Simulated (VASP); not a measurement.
A run of VASP 6.6.1 is set up as follows.

The input INCAR:

```
SYSTEM = B3Pt
PREC     = Accurate       ! precision mode
ENCUT    = 520            ! plane-wave cutoff, eV
EDIFF    = 1E-7           ! SCF threshold, eV
ISMEAR   = 0              ! smearing method
SIGMA    = 0.1            ! smearing width, eV
LREAL    = .False.        ! projectors in reciprocal space
LASPH    = .True.         ! aspherical terms in the spheres
NELM     = 60             ! most SCF steps
ALGO     = Normal         ! electronic algorithm
ISIF     = 2              ! what is computed and relaxed
LWAVE    = .False.        ! write WAVECAR
LCHARG   = .False.        ! write CHGCAR
GGA      = PE             ! functional
NBANDS   = 18             ! bands
```

KPOINTS

```
regular mesh
0
Gamma
  18 18 10
  0 0 0
```

The input POSCAR:

```
B3Pt
1.0
    2.9131025267      0.0000000000      0.0000000000
   -1.4565512633      2.5228207919      0.0000000000
    0.0000000000      0.0000000000      4.6963820746
B Pt
3 1
Direct
    0.6666666667      0.3333333333      0.6369166899
    0.3333333333      0.6666666667      0.3630833101
    0.0000000000      0.0000000000      0.5000000000
    0.0000000000      0.0000000000      0.0000000000
```

Potentials or basis: VASP PAW PBE potentials, release 64 (B, Pt).

Launch:

```console
$ cat potpaw_PBE.64/B/POTCAR potpaw_PBE.64/Pt/POTCAR > POTCAR
$ mpirun -np 1 vasp_std > vasp.out
```

(1) Estimate the band gap on the k mesh.

(2) Estimate the pressure.

Results:

(1) zero (an odd number of electrons rules out a gap without spin polarisation).

(2) -0.1 GPa.

Caveat: spin-orbit coupling is left out, which moves the levels of the heavy elements; an odd number of electrons without spin polarisation forces a metal; a magnetic or distorted state may lie lower.
